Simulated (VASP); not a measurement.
# B (Pm-3m) in VASP: settings compared, part 2 of 2

VASP 6.6.1. Earlier steps stand in the parts before.

## Step 3: Relaxation of cell and atoms, PBE

This run uses another cell than the first one, of 7.08 Å³/atom, 1.059 times its volume.

Input file INCAR:

```
SYSTEM = B
  PREC = Accurate
  ENCUT = 600
  EDIFF = 1E-6
  ISMEAR = -1
  SIGMA = 0.1
  LREAL = .False.
  LASPH = .True.
  NELM = 60
  ALGO = Normal
  ISIF = 3
  LWAVE = .False.
  LCHARG = .False.
  GGA = PE
  IBRION = 2
  NSW = 80
  EDIFFG = -0.01
```

Input file KPOINTS:

```
regular mesh
0
Gamma
  16 16 16
  0 0 0
```

Input file POSCAR:

```
B
1.0
    1.9200471483      0.0000000000      0.0000000000
    0.0000000000      1.9200471483      0.0000000000
    0.0000000000      0.0000000000      1.9200471483
B
1
Direct
    0.0000000000      0.0000000000      0.0000000000
```

Potentials or basis: VASP PAW PBE potentials, release 64 (B).

The run is started by

```console
$ cat potpaw_PBE.64/B/POTCAR > POTCAR
$ mpirun -np 1 vasp_std > vasp.out
```

OUTCAR:

```text
SYSTEM = B
   PREC = Accurate
   ENCUT = 600
   EDIFF = 1E-6
   ISMEAR = -1
   LREAL = .False.
   LASPH = .True.
   NELM = 60
   ISIF = 3
   GGA = PE
   IBRION = 2
   NSW = 80
   EDIFFG = -0.01

 ion  position               nearest neighbor table
   1  0.000  0.000  0.000-

  LATTYP: Found a simple cubic cell.
 ALAT       =     1.9200471483

  Lattice vectors:

 A1 = (   1.9200471483,   0.0000000000,   0.0000000000)
 A2 = (   0.0000000000,   1.9200471483,   0.0000000000)
 A3 = (   0.0000000000,   0.0000000000,   1.9200471483)

Analysis of symmetry for initial positions (statically):
=====================================================================
 Subroutine PRICEL returns:
 Original cell was already a primitive cell.

[... 245 lines left out ...]

  energy without entropy =       -5.61645239  energy(sigma->0) =       -5.61971760

 E-fermi :   7.0664     XC(G=0): -12.3885

 val. band max:        7.0110809052   @ k =   0.3750   0.3125   0.1250
 cond. band min:       7.1090845318   @ k =   0.3750   0.2500   0.1875
 fundamental gap:      0.0980036267
 Fermi energy:         7.0664106053

 k-point     1 :       0.0000    0.0000    0.0000
  band No.  band energies     occupation
      1      -8.7552      2.00000
      2      20.6763      0.00000
      3      20.6763      0.00000
      4      20.6763      0.00000
      5      31.1090      0.00000
[... 177 lines left out ...]
 k-point    24 :       0.5000    0.1250    0.0000
  band No.  band energies     occupation
      1      -0.6240      2.00000
      2       1.2142      2.00000
      3      21.8862      0.00000
      4      24.9341      0.00000
      5      31.8471      0.00000

 [... further k-points ...]

------------------------ aborting loop because EDIFF is reached ----------------------------------------

  FORCE on cell =-STRESS in cart. coord.  units (eV):
  Direction    XX          YY          ZZ          XY          YZ          ZX
  --------------------------------------------------------------------------------------
  -------------------------------------------------------------------------------------
  Total        0.0008294      0.0008294      0.0008294     -0.0000000      0.0000000     -0.0000000
  in kB        0.1987511      0.1987511      0.1987511     -0.0000000      0.0000000     -0.0000000
  external PRESSURE =       0.1987511 kB  Pullay stress =       0.0000000 kB
[... 16 lines left out ...]
  FREE ENERGIE OF THE ION-ELECTRON SYSTEM (eV)
  ---------------------------------------------------
  free  energy   TOTEN  =        -5.6229828216 eV

  energy  without entropy=       -5.6164523867  energy(sigma->0) =       -5.61971760

 reached required accuracy - stopping structural energy minimisation
```

OSZICAR:

```text
N       E                     dE             d eps       ncg     rms          rms(c)
DAV:   1    -0.145490194204E+01   -0.14549E+01   -0.15694E+03  1705   0.515E+02
DAV:   2    -0.559820995781E+01   -0.41433E+01   -0.36682E+01  2300   0.623E+01
DAV:   3    -0.561796209181E+01   -0.19752E-01   -0.19625E-01  1810   0.485E+00
[... 13 lines left out ...]
       N       E                     dE             d eps       ncg     rms          rms(c)
DAV:   1    -0.562320275140E+01   -0.24720E-02   -0.27932E-02  1750   0.199E+00    0.104E-01
DAV:   2    -0.562306197353E+01    0.14078E-03   -0.52905E-05  1835   0.900E-02    0.603E-02
DAV:   3    -0.562298293739E+01    0.79036E-04   -0.67179E-05  1785   0.739E-02    0.377E-03
DAV:   4    -0.562298282158E+01    0.11580E-06   -0.72308E-08   915   0.378E-03
   3 F= -.56229828E+01 E0= -.56197176E+01  d E =-.154513E-01
```

CONTCAR:

```text
B
   1.00000000000000
     1.8839051134093803    0.0000000000000000   -0.0000000000000000
    -0.0000000000000000    1.8839051134093803   -0.0000000000000000
     0.0000000000000000    0.0000000000000000    1.8839051134093803
  B
     1
Direct
     0.0000000000000000    0.0000000000000000    0.0000000000000000

  0.00000000E+00  0.00000000E+00  0.00000000E+00
```

It took 8.1 s on 1 thread of Intel Xeon 6975P-C, shared host; peak memory 0.11 GiB.

Results:

```yaml
Free_energy: -5.6230 eV
Relaxed_volume: 6.69 Å³/atom
Relaxed_cell: a = 1.884 Å, b = 1.884 Å, c = 1.884 Å, α = 90.00°, β = 90.00°, γ = 90.00°
Space_group_after_relaxing_to_0.05_Å: Pm-3m (No. 221)
Energy_gained_by_relaxing: 15.5 meV/atom
Ionic_steps: 3
Pressure_after_relaxing: 0.0 GPa
```

The path:
| step | energy change (eV) | largest force (eV/Å) | pressure (GPa) | volume (Å³) |
| --- | --- | --- | --- | --- |
| 1 | 0.0000 | 0.0000 | -12.07 | 7.08 |
| 2 | -0.0132 | 0.0000 | 5.23 | 6.55 |
| 3 | -0.0155 | 0.0000 | 0.02 | 6.69 |

Final structure:
```
CELL_PARAMETERS angstrom
1.88391 0.00000 0.00000
0.00000 1.88391 0.00000
0.00000 0.00000 1.88391
ATOMIC_POSITIONS crystal
B 0.00000 0.00000 0.00000
```

Levels at points of the mesh, in eV from the Fermi level:
| k point | band 1 | band 2 | band 3 | band 4 | band 5 |
| --- | --- | --- | --- | --- | --- |
| (0.00, 0.00, 0.00) | -15.82 | 13.61 | 13.61 | 13.61 | 24.04 |
| (0.50, 0.00, 0.00) | -8.27 | -6.24 | 17.49 | 17.49 | 29.99 |
| (0.50, 0.50, 0.00) | -1.98 | -1.98 | 4.29 | 8.14 | 20.65 |
| (0.50, 0.50, 0.50) | 3.40 | 3.40 | 3.40 | 16.57 | 16.57 |

## Step 4: Single point, PBE, non-collinear spin, zero start, spin-orbit coupling

Input file INCAR:

```
SYSTEM = B
PREC     = Accurate       ! precision mode
ENCUT    = 520            ! plane-wave cutoff, eV
EDIFF    = 1E-6           ! SCF threshold, eV
ISMEAR   = -1             ! smearing method
SIGMA    = 0.1            ! smearing width, eV
LREAL    = .FALSE.        ! projectors in reciprocal space
LASPH    = .TRUE.         ! aspherical terms in the spheres
NELM     = 150            ! most SCF steps
ALGO     = Normal         ! electronic algorithm
ISIF     = 2              ! what is computed and relaxed
LWAVE    = .FALSE.        ! write WAVECAR
LCHARG   = .FALSE.        ! write CHGCAR
MAGMOM   = 0 0 0          ! initial moments
LORBIT   = 11             ! projections on sites
LSORBIT  = .TRUE.         ! spin-orbit coupling
GGA_COMPAT= .FALSE.      
LORBMOM  = .TRUE.       
GGA      = PE             ! functional
NBANDS   = 14             ! bands
```

Input file KPOINTS:

```
Automatic mesh
0
G
  16 16 16
  0 0 0
```

Input file POSCAR:

```
B
1.0
    1.8839499199      0.0000000000      0.0000000000
    0.0000000000      1.8839499199      0.0000000000
    0.0000000000      0.0000000000      1.8839499199
B
1
Direct
    0.0000000000      0.0000000000      0.0000000000
```

The run is started by

```console
$ cat potpaw_PBE.64/B/POTCAR > POTCAR
$ mpirun -np 1 vasp_ncl > vasp.out
```

Run time: 20 s. Hardware: 1 thread of Intel Xeon 6975P-C, shared host; peak memory 0.13 GiB.

Results (log left out):

```yaml
Free_energy: -5.6217 eV
Pressure: 0.1 GPa
Net_moment: 0.00 μB per cell
Valence_electrons_inside_the_program's_atomic_spheres: B 1.82
```

Moments on the atoms (μB; x, y, z):
```
B   0.00 0.00 0.00
```

## Step 5: Single point, PBE

Input file INCAR:

```
SYSTEM = B
PREC = Accurate
ENCUT = 500
EDIFF = 1E-6
ISMEAR = -1
SIGMA = 0.1
LREAL = .FALSE.
LASPH = .TRUE.
NELM = 120
ALGO = Normal
ISIF = 2
LWAVE = .FALSE.
LCHARG = .TRUE.
GGA = PE
LELF = .TRUE.
LVHAR = .TRUE.
NBANDS = 8
GGA_COMPAT = .FALSE.
```

Input file KPOINTS:

```
Automatic mesh
0
G
  8 8 8
  0 0 0
```

Input file POSCAR:

```
B
1.0
    1.8839499198      0.0000000000      0.0000000000
    0.0000000000      1.8839499198      0.0000000000
    0.0000000000      0.0000000000      1.8839499198
B
1
Direct
    0.0000000000      0.0000000000      0.0000000000
```

The run is started by

```console
$ cat potpaw_PBE.64/B/POTCAR > POTCAR
$ mpirun -np 1 vasp_std > vasp.out
```

Wall time 1.4 s (1 thread of Intel Xeon 6975P-C, shared host); peak memory 0.1 GiB.

The run converged. Its results:

```
Free energy : -5.6037 eV
Pressure    : 1.8 GPa
```

Levels at points of the mesh, in eV from the Fermi level:
```csv
k point,band 1,band 2,band 3,band 4
"(0.00, 0.00, 0.00)",-15.50,13.93,13.93,13.93
"(0.50, 0.00, 0.00)",-7.95,-5.92,17.81,17.81
"(0.50, 0.50, 0.00)",-1.65,-1.65,4.61,8.47
"(0.50, 0.50, 0.50)",3.72,3.72,3.72,16.90
```

Caveat: the k points lie up to 0.42 Å⁻¹ apart.

## Step 6: Single point, HSE06

POSCAR is that of step 5.

Input file INCAR.step1:

```
SYSTEM = B
PREC = Accurate
ENCUT = 520
EDIFF = 1E-5
ISMEAR = -1
SIGMA = 0.1
LREAL = .False.
LASPH = .True.
NELM = 80
ALGO = Normal
ISIF = 2
LWAVE = .True.
LCHARG = .False.
GGA = PE
NBANDS = 8
```

Input file INCAR.step2:

```
SYSTEM = B
PREC = Accurate
ENCUT = 520
EDIFF = 1E-7
ISMEAR = -1
SIGMA = 0.1
LREAL = .False.
LASPH = .True.
NELM = 80
ALGO = Normal
ISIF = 2
LWAVE = .False.
LCHARG = .False.
GGA = PE
LHFCALC = .True.
HFSCREEN = 0.2079
PRECFOCK = Normal
ISTART = 1
NBANDS = 8
```

Input file KPOINTS:

```
Automatic mesh
0
Gamma
  8 8 8
  0 0 0
```

Potentials or basis: VASP PAW PBE potentials, release 64 (B).

The run is started by

```console
$ cat potpaw_PBE.64/B/POTCAR > POTCAR
$ cp INCAR.step1 INCAR
$ mpirun -np 1 vasp_std > vasp.out
$ cp INCAR.step2 INCAR
$ mpirun -np 1 vasp_std > vasp.out
```

OUTCAR:

```text
SYSTEM = B
   PREC = Accurate
   ENCUT = 520
   EDIFF = 1E-7
   ISMEAR = -1
   LREAL = .False.
   LASPH = .True.
   NELM = 80
   ISIF = 2
   GGA = PE
   LHFCALC = .True.
   HFSCREEN = 0.2079
   PRECFOCK = Normal
   ISTART = 1

 ion  position               nearest neighbor table
   1  0.000  0.000  0.000-

  LATTYP: Found a simple cubic cell.
 ALAT       =     1.8839499198

  Lattice vectors:
[... 449 lines left out ...]
      4      19.3934      0.00000
      5      28.1739      0.00000
      6      39.3606      0.00000
      7      42.9456      0.00000
      8      52.5710      0.00000

 [... further k-points ...]

------------------------ aborting loop because EDIFF is reached ----------------------------------------

  FORCE on cell =-STRESS in cart. coord.  units (eV):
  Direction    XX          YY          ZZ          XY          YZ          ZX
  --------------------------------------------------------------------------------------
  -------------------------------------------------------------------------------------
  Total       -0.0178489     -0.0178489     -0.0178489     -0.0000000     -0.0000000     -0.0000000
  in kB       -4.2767585     -4.2767585     -4.2767585     -0.0000000     -0.0000000     -0.0000000
  external PRESSURE =      -4.2767585 kB  Pullay stress =       0.0000000 kB

 VOLUME and BASIS-vectors are now :
 -----------------------------------------------------------------------------
  energy-cutoff  :      520.00
  volume of cell :        6.69
      direct lattice vectors                 reciprocal lattice vectors
     1.883949920  0.000000000  0.000000000     0.530799672  0.000000000  0.000000000
     0.000000000  1.883949920  0.000000000     0.000000000  0.530799672  0.000000000
     0.000000000  0.000000000  1.883949920     0.000000000  0.000000000  0.530799672

 POSITION                                       TOTAL-FORCE (eV/Angst)
 -----------------------------------------------------------------------------------
      0.00000      0.00000      0.00000         0.000000      0.000000      0.000000
 -----------------------------------------------------------------------------------
    total drift:                                0.000000     -0.000000      0.000000

  FREE ENERGIE OF THE ION-ELECTRON SYSTEM (eV)
  ---------------------------------------------------
  free  energy   TOTEN  =        -6.1393310173 eV

  energy  without entropy=       -6.1290159400  energy(sigma->0) =       -6.13417348
```

OSZICAR.step1:

```text
N       E                     dE             d eps       ncg     rms          rms(c)
DAV:   1    -0.336511886413E+01   -0.33651E+01   -0.15365E+03   616   0.302E+02
DAV:   2    -0.561598021109E+01   -0.22509E+01   -0.20815E+01   744   0.352E+01
DAV:   3    -0.561854029478E+01   -0.25601E-02   -0.25600E-02   640   0.134E+00
DAV:   4    -0.561854041915E+01   -0.12437E-06   -0.12351E-06   776   0.871E-03
DAV:   5    -0.561854041881E+01    0.33761E-09   -0.28111E-11   600   0.201E-05    0.161E+00
DAV:   6    -0.560797370874E+01    0.10567E-01   -0.32229E-03   592   0.337E-01    0.985E-01
DAV:   7    -0.560385821511E+01    0.41155E-02   -0.52799E-03   624   0.447E-01    0.548E-02
DAV:   8    -0.560387976187E+01   -0.21547E-04   -0.33381E-05   560   0.477E-02    0.115E-02
DAV:   9    -0.560387891884E+01    0.84303E-06   -0.33993E-06   360   0.115E-02
   1 F= -.56038789E+01 E0= -.55972708E+01  d E =-.132162E-01
```

It took 2.5 min on 1 thread of AMD EPYC 7R43 (Zen 3), shared host; peak memory 0.17 GiB.

Results:

- Free energy: -6.1393 eV
- Pressure: -0.4 GPa

Caveat: the k points lie up to 0.42 Å⁻¹ apart; the PAW data sets were made with another functional, which shifts forces and pressure a little.

## Step 7: Overview

| task | level | spin | cell | k mesh | cutoff (eV) | grid for exact exchange (PRECFOCK) | screening parameter | gap on the mesh (eV) | pressure (GPa) |
| --- | --- | --- | --- | --- | --- | --- | --- | --- | --- |
| single point | PBE | off | a = 1.884 Å, 1 atom | 27 × 27 × 27 | 520 | - | - | none | 0.6 |
| relaxation of cell and atoms | PBE | off | relaxed from a = 1.920 Å, 1 atom | 16 × 16 × 16 | 600 | - | - | none | 0.0 |
| single point | PBE | non-collinear, zero start, SOC | a = 1.884 Å, 1 atom | 16 × 16 × 16 | 520 | - | - | - | 0.1 |
| single point | PBE | off | a = 1.884 Å, 1 atom | 8 × 8 × 8 | 500 | - | - | none | 1.8 |
| single point | HSE06 | off | a = 1.884 Å, 1 atom | 8 × 8 × 8 | 520 | Normal | 0.2079 1/Å | none | -0.4 |

Alike in all rows: potentials or basis VASP PAW PBE potentials, release 64 (B); smearing fermi-dirac 0.1 eV.

Caveats: some runs use coarse meshes; the PAW data sets were made with another functional, which shifts forces and pressure a little (some runs).

Total energies depend on the potentials used, so only differences within one code and one set of settings carry meaning.
